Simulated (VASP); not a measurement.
Input of a VASP 6.6.1 run:

File POSCAR:

```
GaSb
1.0
    0.0000000000      3.0658787993      3.0658787993
    3.0658787993      0.0000000000      3.0658787993
    3.0658787993      3.0658787993      0.0000000000
Ga Sb
1 1
Direct
    0.0000000000      0.0000000000      0.0000000000
    0.2500000000      0.2500000000      0.2500000000
```

The input INCAR.step1:

```
  PREC = Accurate
  ENCUT = 520
  EDIFF = 1E-5
  ISMEAR = -1
  SIGMA = 0.2
  LREAL = False
  LASPH = True
  NELM = 100
  ALGO = Normal
  ISIF = 2
  LWAVE = True
  GGA = PE
  NBANDS = 16
```

Contents of INCAR.step2:

```
  PREC = Accurate
  ENCUT = 520
  EDIFF = 1E-6
  ISMEAR = -1
  SIGMA = 0.2
  LREAL = False
  LASPH = True
  NELM = 100
  ALGO = Normal
  ISIF = 2
  LWAVE = False
  LCHARG = True
  GGA = PE
  LHFCALC = True
  HFSCREEN = 0.2079
  PRECFOCK = Normal
  LELF = True
  LVHAR = True
  ISTART = 1
  NBANDS = 16
```

File KPOINTS:

```
Automatic mesh
0
Gamma
  4 4 4
```

Potentials or basis: VASP PAW PBE potentials, release 64 (Ga_d, Sb).

Command:

```bash
$ cat potpaw_PBE.64/Ga_d/POTCAR potpaw_PBE.64/Sb/POTCAR > POTCAR
$ cp INCAR.step1 INCAR
$ mpirun -np 1 vasp_std > vasp.out
$ cp INCAR.step2 INCAR
$ mpirun -np 1 vasp_std > vasp.out
```

Q: What does it give for the pressure?

A: 0.1 GPa.

Q: Estimate the band gap on the k mesh.

A: 0.83 eV.

Caveat: the k points lie up to 0.44 Å⁻¹ apart; the PAW data sets were made with another functional, which shifts forces and pressure a little; spin-orbit coupling is left out, which moves the levels of the heavy elements. A k mesh can miss the band edges.
